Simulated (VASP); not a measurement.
# Cr (P6_3/mmc) in VASP: notebook

Runs on Cr. Level: PBE. Tasks: single point.

Program: VASP 6.6.1. These are calculated values, not measurements. Logs are shortened: lines on timing, memory, paths and dates and some standing lists are left out, and cuts for length are marked.

**1. The cell of the first run**

The structure is hexagonal, space group P6_3/mmc (No. 194). The conventional cell has a = 2.554 Å, b = 2.554 Å, c = 4.561 Å, α = 90.00°, β = 90.00°, γ = 120.00°. Within 3.4 Å of Cr (site symmetry -6m2) lie 12 Cr at 2.55 to 2.72 Å.

**2. Single point, PBE (volume scaled by 1.08)**

The input, INCAR:

```
SYSTEM = Cr
ALGO = Normal
EDIFF = 1E-6
ENCUT = 520
GGA = PE
ISIF = 2
ISMEAR = -1
LASPH = .True.
LCHARG = .False.
LREAL = .False.
LWAVE = .False.
NBANDS = 19
NELM = 60
PREC = Accurate
SIGMA = 0.1
```

The input, KPOINTS:

```
k-points
0
Gamma
  24 24 12
  0 0 0
```

The input, POSCAR:

```
Cr
1.0
    2.5542249309      0.0000000000      0.0000000000
   -1.2771124655      2.2120236772      0.0000000000
    0.0000000000      0.0000000000      4.5605432012
Cr
2
Direct
    0.3333333333      0.6666666667      0.2500000000
    0.6666666667      0.3333333333      0.7500000000
```

Potentials or basis: VASP PAW PBE potentials, release 64 (Cr_pv).

Run with:

```
> cat potpaw_PBE.64/Cr_pv/POTCAR > POTCAR
> mpirun -np 1 vasp_std > vasp.out
```

OUTCAR:

```text
SYSTEM = Cr
   EDIFF = 1E-6
   ENCUT = 520
   GGA = PE
   ISIF = 2
   ISMEAR = -1
   LASPH = .True.
   LREAL = .False.
   NELM = 60
   PREC = Accurate

 ion  position               nearest neighbor table
   1  0.333  0.667  0.250-   2 2.72   2 2.72   2 2.72   2 2.72   2 2.72   2 2.72
   2  0.667  0.333  0.750-   1 2.72   1 2.72   1 2.72   1 2.72   1 2.72   1 2.72

  LATTYP: Found a hexagonal cell.
 ALAT       =     2.5542249309
 C/A-ratio  =     1.7854900506

  Lattice vectors:

 A1 = (   2.5542249309,   0.0000000000,   0.0000000000)
 A2 = (  -1.2771124655,   2.2120236772,   0.0000000000)
 A3 = (   0.0000000000,   0.0000000000,   4.5605432012)

Analysis of symmetry for initial positions (statically):
=====================================================================
 Subroutine PRICEL returns:
 Original cell was already a primitive cell.

 Routine SETGRP: Setting up the symmetry group for a
 hexagonal supercell.

 Subroutine GETGRP returns: Found 24 space group operations
 (whereof 12 operations were pure point group operations)
 out of a pool of 24 trial point group operations.

The static configuration has the point symmetry D_3d.
 The point group associated with its full space group is D_6h.

Analysis of symmetry for dynamics (positions and initial velocities):
=====================================================================
 Subroutine PRICEL returns:
 Original cell was already a primitive cell.

 Routine SETGRP: Setting up the symmetry group for a
 hexagonal supercell.

 Subroutine GETGRP returns: Found 24 space group operations
 (whereof 12 operations were pure point group operations)
 out of a pool of 24 trial point group operations.

The dynamic configuration has the point symmetry D_3d.
 The point group associated with its full space group is D_6h.

 Subroutine INISYM returns: Found 24 space group operations
 (whereof 12 operations are pure point group operations),
 and found     1 'primitive' translations

----------------------------------------------------------------------------------------

                                     Primitive cell

  volume of cell :      25.7671

  direct lattice vectors                    reciprocal lattice vectors
     2.554224931  0.000000000  0.000000000     0.391508198  0.226037364  0.000000000
    -1.277112465  2.212023677  0.000000000     0.000000000  0.452074727  0.000000000
     0.000000000  0.000000000  4.560543201     0.000000000  0.000000000  0.219272125

  length of vectors
     2.554224931  2.554224931  4.560543201     0.452074727  0.452074727  0.219272125

  position of ions in fractional coordinates (direct lattice)
     0.333333333  0.666666667  0.250000000
     0.666666667  0.333333333  0.750000000

  ion indices of the primitive-cell ions
   primitive index   ion index
                 1           1
                 2           2

----------------------------------------------------------------------------------------

 KPOINTS: k-points

Automatic generation of k-mesh.
 Grid dimensions read from file:
 generate k-points for:   24   24   12

 Generating k-lattice:

  Cartesian coordinates                     Fractional coordinates (reciprocal lattice)
     0.016312842  0.009418223  0.000000000     0.041666667  0.000000000  0.000000000
     0.000000000  0.018836447  0.000000000     0.000000000  0.041666667  0.000000000
     0.000000000  0.000000000  0.018272677     0.000000000  0.000000000  0.083333333

  Length of vectors
     0.018836447  0.018836447  0.018272677

  Shift w.r.t. Gamma in fractional coordinates (k-lattice)
     0.000000000  0.000000000  0.000000000

 Subroutine IBZKPT returns following result:
 ===========================================

 Found    427 irreducible k-points:

 Following reciprocal coordinates:
            Coordinates               Weight
  0.000000  0.000000  0.000000      1.000000
  0.041667  0.000000  0.000000      6.000000
  0.083333  0.000000  0.000000      6.000000
  0.125000  0.000000  0.000000      6.000000
  0.166667  0.000000  0.000000      6.000000
  0.208333  0.000000  0.000000      6.000000
[... 16 lines left out ...]
  0.416667  0.041667  0.000000     12.000000
  0.458333  0.041667  0.000000     12.000000
 [... further k-points ...]
   k-points           NKPTS =    427   k-points in BZ     NKDIM =    427   number of bands    NBANDS=     19
   number of dos      NEDOS =    301   number of ions     NIONS =      2
   total plane-waves  NPLWV =  14400
   dimension x,y,z NGX =    20 NGY =   20 NGZ =   36
   dimension x,y,z NGXF=    40 NGYF=   40 NGZF=   72
   ions per type =               2
   NGX,Y,Z   is equivalent  to a cutoff of  13.02, 13.02, 13.12 a.u.
   NGXF,Y,Z  is equivalent  to a cutoff of  26.03, 26.03, 26.25 a.u.
 SYSTEM =  Cr
   PREC   = accura    normal or accurate (medium, high low for compatibility)
   ISTART =      0    job   : 0-new  1-cont  2-samecut
   ICHARG =      2    charge: 1-file 2-atom 10-const
   ISPIN  =      1    spin polarized calculation?
   LNONCOLLINEAR =      F non collinear calculations
   LSORBIT =      F    spin-orbit coupling
   LASPH  =      T    aspherical Exc in radial PAW
   ENCUT  =  520.0 eV  38.22 Ry    6.18 a.u.   4.75  4.75  8.48*2*pi/ulx,y,z
   NELM   =     60;   NELMIN=  2; NELMDL= -5     # of ELM steps
   EDIFF  = 0.1E-05   stopping-criterion for ELM
   LREAL  =      F    real-space projection
   EDIFFG = 0.1E-04   stopping-criterion for IOM
   NSW    =      0    number of steps for IOM
   IBRION =     -1    ionic relax: 0-MD 1-quasi-New 2-CG
   NFREE  =      0    steps in history (QN), initial steepest desc. (CG)
   ISIF   =      2    stress and relaxation
   ISYM   =      2    0-nonsym 1-usesym 2-fastsym
   POTIM  = 0.5000    time-step for ionic-motion
   TEBEG  =    0.0;   TEEND  =   0.0 temperature during run
   PSTRESS=    0.0 pullay stress
   NELECT =      24.0000    total number of electrons
   NUPDOWN=      -1.0000    fix difference up-down
   EMIN   =  10.00;   EMAX   =-10.00  energy-range for DOS
   EFERMI =   0.00;   METHOD = LEGACY
   ISMEAR =    -1;   SIGMA  =   0.10  broadening in eV -4-tet -1-fermi 0-gaus
   EFERMI_NEDOS =   21; number of points for ismear=-14 and -15
   IALGO  =     38    algorithm
   IMIX   =      4    mixing-type and parameters
     AMIX     =   0.40;   BMIX     =  1.00
     AMIX_MAG =   1.60;   BMIX_MAG =  1.00
  volume/ion in A,a.u.               =      12.88        86.94
  Fermi-wavevector in a.u.,A,eV,Ry     =   1.598785  3.021266 34.778038  2.556114
  Thomas-Fermi vector in A             =   2.696180
   LORBIT       =      0    0 simple, 1 ext, 2 COOP (PROOUT), +10 PAW based schemes
   GGA     = PE    functional components
   LHFCALC =     F    Hartree Fock is set to
   AEXX    =    0.0000 exact exchange contribution
   IVDW    =     0    specifies the selected vdW correction
   LEPSILON=     F    determine dielectric tensor
   LRPA    =     F    only Hartree local field effects (RPA)
 non-spin polarized calculation
  energy-cutoff  :      520.00
  volume of cell :       25.77
 maximum number of plane-waves:       708
 NGX is ok and might be reduce to    20
   NGX =  9   NGY =  9   NGZ = 17

 number of electron      23.9999985 magnetization

 Free energy of the ion-electron system (eV)
  ---------------------------------------------------
  ext. energy  EPLUGINS =         0.00000000
  ---------------------------------------------------
  free energy    TOTEN  =       -18.17469075 eV

  energy without entropy =      -18.05850290  energy(sigma->0) =      -18.11659683

 E-fermi :   9.3477     XC(G=0): -13.0299

 val. band max:        9.3466339347   @ k =   0.2917   0.2917   0.0000
 cond. band min:       9.3485202865   @ k =   0.0417   0.0417   0.2500
 fundamental gap:      0.0018863518
 Fermi energy:         9.3477233311

 k-point     1 :       0.0000    0.0000    0.0000
  band No.  band energies     occupation
      1     -33.8501      2.00000
      2     -33.3388      2.00000
      3     -33.1978      2.00000
      4     -33.1978      2.00000
      5     -33.1475      2.00000
      6     -33.1475      2.00000
[... 11 lines left out ...]
     18      11.3050      0.00000
     19      16.5693      0.00000

 k-point     2 :       0.0417    0.0000    0.0000
  band No.  band energies     occupation
      1     -33.8465      2.00000
      2     -33.3391      2.00000
      3     -33.2090      2.00000
      4     -33.2009      2.00000
      5     -33.1590      2.00000
      6     -33.1497      2.00000
[... 11 lines left out ...]
     18      11.4953      0.00000
     19      16.5697      0.00000

 k-point     3 :       0.0833    0.0000    0.0000
  band No.  band energies     occupation
      1     -33.8357      2.00000
      2     -33.3402      2.00000
      3     -33.2419      2.00000
      4     -33.2098      2.00000
      5     -33.1924      2.00000
      6     -33.1558      2.00000
[... 11 lines left out ...]
     18      11.9602      0.00000
     19      16.5716      0.00000

 k-point     4 :       0.1250    0.0000    0.0000
  band No.  band energies     occupation
      1     -33.8183      2.00000
      2     -33.3423      2.00000
      3     -33.2942      2.00000
      4     -33.2451      2.00000
      5     -33.2239      2.00000
      6     -33.1657      2.00000
[... 11 lines left out ...]
     18      12.5690      0.00000
     19      16.5775      0.00000

 k-point     5 :       0.1667    0.0000    0.0000
  band No.  band energies     occupation
      1     -33.7951      2.00000
      2     -33.3623      2.00000
      3     -33.3456      2.00000
      4     -33.3129      2.00000
      5     -33.2420      2.00000
      6     -33.1789      2.00000
[... 11 lines left out ...]
     18      13.2599      0.00000
     19      16.5910      0.00000

 k-point     6 :       0.2083    0.0000    0.0000
  band No.  band energies     occupation
      1     -33.7670      2.00000
      2     -33.4417      2.00000
      3     -33.3908      2.00000
      4     -33.3504      2.00000
      5     -33.2628      2.00000
      6     -33.1944      2.00000
[... 11 lines left out ...]
     18      14.0057      0.00000
     19      16.6155      0.00000

 k-point     7 :       0.2500    0.0000    0.0000
  band No.  band energies     occupation
      1     -33.7352      2.00000
      2     -33.5268      2.00000
      3     -33.4730      2.00000
      4     -33.3571      2.00000
      5     -33.2848      2.00000
      6     -33.2111      2.00000
[... 11 lines left out ...]
     18      14.7912      0.00000
     19      16.6499      0.00000

 k-point     8 :       0.2917    0.0000    0.0000
  band No.  band energies     occupation
      1     -33.7014      2.00000
      2     -33.6118      2.00000
      3     -33.5542      2.00000
      4     -33.3658      2.00000
      5     -33.3066      2.00000
      6     -33.2280      2.00000
[... 256 lines left out ...]
 k-point    20 :       0.2917    0.0417    0.0000
  band No.  band energies     occupation
      1     -33.6822      2.00000
      2     -33.6517      2.00000
      3     -33.5940      2.00000
      4     -33.3716      2.00000
      5     -33.3216      2.00000
      6     -33.2422      2.00000
[... 11 lines left out ...]
     18      16.0775      0.00000
     19      16.8083      0.00000

 k-point    21 :       0.3333    0.0417    0.0000
  band No.  band energies     occupation
      1     -33.7245      2.00000
      2     -33.6619      2.00000
      3     -33.6486      2.00000
      4     -33.3834      2.00000
      5     -33.3412      2.00000
      6     -33.2575      2.00000
[... 11 lines left out ...]
     18      16.7149      0.00000
     19      16.7402      0.00000

 k-point    22 :       0.3750    0.0417    0.0000
  band No.  band energies     occupation
      1     -33.7837      2.00000
      2     -33.7169      2.00000
      3     -33.6178      2.00000
      4     -33.3964      2.00000
      5     -33.3572      2.00000
      6     -33.2701      2.00000
[... 11 lines left out ...]
     18      16.4633      0.00000
     19      16.7427      0.00000

 k-point    23 :       0.4167    0.0417    0.0000
  band No.  band energies     occupation
      1     -33.8255      2.00000
      2     -33.7556      2.00000
      3     -33.5929      2.00000
      4     -33.4086      2.00000
      5     -33.3684      2.00000
      6     -33.2790      2.00000
[... 11 lines left out ...]
     18      15.7333      0.00000
     19      16.7402      0.00000

 k-point    24 :       0.4583    0.0417    0.0000
  band No.  band energies     occupation
      1     -33.8470      2.00000
      2     -33.7755      2.00000
      3     -33.5785      2.00000
      4     -33.4166      2.00000
      5     -33.3742      2.00000
      6     -33.2836      2.00000
[... 11 lines left out ...]
     18      15.0303      0.00000
     19      16.7374      0.00000

 [... further k-points ...]

------------------------ aborting loop because EDIFF is reached ----------------------------------------

  FORCE on cell =-STRESS in cart. coord.  units (eV):
  Direction    XX          YY          ZZ          XY          YZ          ZX
  --------------------------------------------------------------------------------------
  -------------------------------------------------------------------------------------
  Total       -2.6058237     -2.6058237     -2.3454295      0.0000000      0.0000000      0.0000000
  in kB     -162.0280179   -162.0280179   -145.8369183      0.0000000      0.0000000      0.0000000
  external PRESSURE =    -156.6309847 kB  Pullay stress =       0.0000000 kB

 VOLUME and BASIS-vectors are now :
 -----------------------------------------------------------------------------
  energy-cutoff  :      520.00
  volume of cell :       25.77
      direct lattice vectors                 reciprocal lattice vectors
     2.554224931  0.000000000  0.000000000     0.391508198  0.226037364  0.000000000
    -1.277112465  2.212023677  0.000000000     0.000000000  0.452074727  0.000000000
     0.000000000  0.000000000  4.560543201     0.000000000  0.000000000  0.219272125

 POSITION                                       TOTAL-FORCE (eV/Angst)
 -----------------------------------------------------------------------------------
     -0.00000      1.47468      1.14014        -0.000000      0.000000      0.000000
      1.27711      0.73734      3.42041         0.000000     -0.000000      0.000000
 -----------------------------------------------------------------------------------
    total drift:                               -0.000000      0.000000     -0.000000

  FREE ENERGIE OF THE ION-ELECTRON SYSTEM (eV)
  ---------------------------------------------------
  free  energy   TOTEN  =       -18.1746907541 eV

  energy  without entropy=      -18.0585029030  energy(sigma->0) =      -18.11659683
```

It took 2 min on 1 thread of Intel Xeon Platinum 8488C (Sapphire Rapids), shared host; peak memory 0.27 GiB.

Results:

* Free energy: -18.1747 eV
* Pressure: -15.7 GPa
* Band gap on the k mesh: zero (band 12 reaches 10.20 eV, above the bottom of band 13 at 9.07 eV)

Levels at points of the mesh, in eV from the Fermi level:
```tsv
k point	band 9	band 10	band 11	band 12	band 13	band 14	band 15	band 16
(0.00, 0.00, 0.00)	-1.06	-0.30	-0.30	-0.29	0.00	0.00	0.96	0.96
(0.50, 0.00, 0.00)	-3.02	-0.82	-0.62	-0.27	-0.12	2.05	2.52	2.63
(0.00, 0.00, 0.50)	-1.44	-1.44	-0.28	-0.28	-0.28	-0.28	1.60	1.60
(0.50, 0.00, 0.50)	-2.19	-2.19	0.85	0.85	1.13	1.13	2.58	2.58
```

Caveat: the run has no spin polarisation, though such a crystal can be magnetic.

**3. Single point, PBE (volume scaled by 1.12)**

The input, INCAR:

```
SYSTEM = Cr
ALGO = Normal
EDIFF = 1E-6
ENCUT = 520
GGA = PE
ISIF = 2
ISMEAR = -1
LASPH = .TRUE.
LCHARG = .TRUE.
LELF = .TRUE.
LREAL = .FALSE.
LVHAR = .TRUE.
LWAVE = .FALSE.
NBANDS = 19
NELM = 100
PREC = Accurate
SIGMA = 0.1
```

The input, KPOINTS:

```
k-points
0
G
  24 24 12
  0 0 0
```

The input, POSCAR:

```
Cr
1.0
    2.5853770856      0.0000000000      0.0000000000
   -1.2926885428      2.2390022345      0.0000000000
    0.0000000000      0.0000000000      4.6161650635
Cr
2
Direct
    0.3333333333      0.6666666667      0.2500000000
    0.6666666667      0.3333333333      0.7500000000
```

Potentials or basis: VASP PAW PBE potentials, release 64 (Cr_pv).

Run with:

```
> cat potpaw_PBE.64/Cr_pv/POTCAR > POTCAR
> mpirun -np 1 vasp_std > vasp.out
```

Wall time 2.1 min (1 thread of Intel Xeon Platinum 8488C (Sapphire Rapids), shared host); peak memory 0.27 GiB.

The run converged. Its results:

```
Free energy            : -18.0647 eV
Pressure               : -21.2 GPa
Band gap on the k mesh : zero (band 12 reaches 9.71 eV, above the bottom of band 13 at 8.63 eV)
```

Stress tensor (GPa, compression positive):
```
-21.91   0.00   0.00
  0.00 -21.91   0.00
  0.00   0.00 -19.70
```

Levels at points of the mesh, in eV from the Fermi level:
```tsv
k point	band 10	band 11	band 12	band 13	band 14	band 15
(0.00, 0.00, 0.00)	-0.30	-0.28	-0.28	0.00	0.00	0.91
(0.50, 0.00, 0.00)	-0.78	-0.62	-0.26	-0.10	1.95	2.39
(0.00, 0.00, 0.50)	-1.37	-0.26	-0.26	-0.26	-0.26	1.52
(0.50, 0.00, 0.50)	-2.08	0.81	0.81	1.07	1.07	2.45
```

Caveat: the run has no spin polarisation, though such a crystal can be magnetic. Spin polarisation is off, so any magnetic state and its effect on volume and gap are missing.

**4. Single point, PBE, collinear spin, antiferromagnetic start (volume scaled by 0.88)**

The input, INCAR:

```
SYSTEM = Cr
PREC     = Accurate       ! precision mode
ENCUT    = 520            ! plane-wave cutoff, eV
EDIFF    = 1E-7           ! SCF threshold, eV
ISMEAR   = -1             ! smearing method
SIGMA    = 0.05           ! smearing width, eV
LREAL    = .False.        ! projectors in reciprocal space
LASPH    = .True.         ! aspherical terms in the spheres
NELM     = 150            ! most SCF steps
ALGO     = Normal         ! electronic algorithm
ISIF     = 2              ! what is computed and relaxed
LWAVE    = .False.        ! write WAVECAR
LCHARG   = .True.         ! write CHGCAR
ISPIN    = 2              ! spin polarisation
MAGMOM   = 1.5 -1.5       ! initial moments
LORBIT   = 11             ! projections on sites
LMAXMIX  = 4              ! l up to which the mixer works
GGA      = PE             ! functional
LELF     = .True.         ! ELF
LVHAR    = .True.       
NBANDS   = 23             ! bands
```

The input, KPOINTS:

```
Automatic mesh
0
Gamma
  16 16 8
  0 0 0
```

The input, POSCAR:

```
Cr
1.0
    2.3820454710      0.0000000000      0.0000000000
   -1.1910227355      2.0629118909      0.0000000000
    0.0000000000      0.0000000000      4.2681774497
Cr
2
Direct
    0.3333333333      0.6666666667      0.2500000000
    0.6666666667      0.3333333333      0.7500000000
```

Run with:

```
> cat potpaw_PBE.64/Cr_pv/POTCAR > POTCAR
> mpirun -np 1 vasp_std > vasp.out
```

It took 86 s on 1 thread of AMD EPYC 7R13 (Zen 3), shared host; peak memory 0.18 GiB.

Results (log left out):

| Quantity | Value |
| --- | --- |
| Free energy | -17.9273 eV |
| Pressure | 38.8 GPa |
| Band gap on the k mesh | zero (filled and empty bands overlap) |
| Net moment | 0.00 μB per cell |
| Valence electrons inside the program's atomic spheres | Cr 11.32 |

Stress tensor (GPa, compression positive):
```
40.35  0.00  0.00
 0.00 40.35  0.00
 0.00  0.00 35.57
```

Levels at points of the mesh, in eV from the Fermi level:
Spin up:
| k point | band 8 | band 9 | band 10 | band 11 | band 12 | band 13 | band 14 | band 15 | band 16 | band 17 |
| --- | --- | --- | --- | --- | --- | --- | --- | --- | --- | --- |
| (0.00, 0.00, 0.00) | -4.53 | -1.48 | -0.47 | -0.47 | -0.08 | -0.07 | -0.07 | 1.25 | 1.25 | 2.58 |
| (0.50, 0.00, 0.00) | -4.06 | -3.92 | -1.13 | -0.51 | -0.32 | -0.22 | 2.72 | 3.34 | 3.49 | 4.86 |
| (0.00, 0.00, 0.50) | -5.86 | -1.90 | -1.90 | -0.43 | -0.43 | -0.43 | -0.43 | 2.12 | 2.12 | 2.12 |
| (0.50, 0.00, 0.50) | -4.56 | -2.96 | -2.96 | 1.08 | 1.08 | 1.57 | 1.57 | 3.42 | 3.42 | 4.11 |
Spin down:
```tsv
k point	band 10	band 11	band 12	band 13	band 14	band 15
(0.00, 0.00, 0.00)	-0.47	-0.47	-0.08	-0.07	-0.07	1.25
(0.50, 0.00, 0.00)	-1.13	-0.51	-0.32	-0.22	2.72	3.34
(0.00, 0.00, 0.50)	-1.90	-0.43	-0.43	-0.43	-0.43	2.12
(0.50, 0.00, 0.50)	-2.96	1.08	1.08	1.57	1.57	3.42
```

Caveat: the starting moments collapsed, and a magnetic state may lie lower.
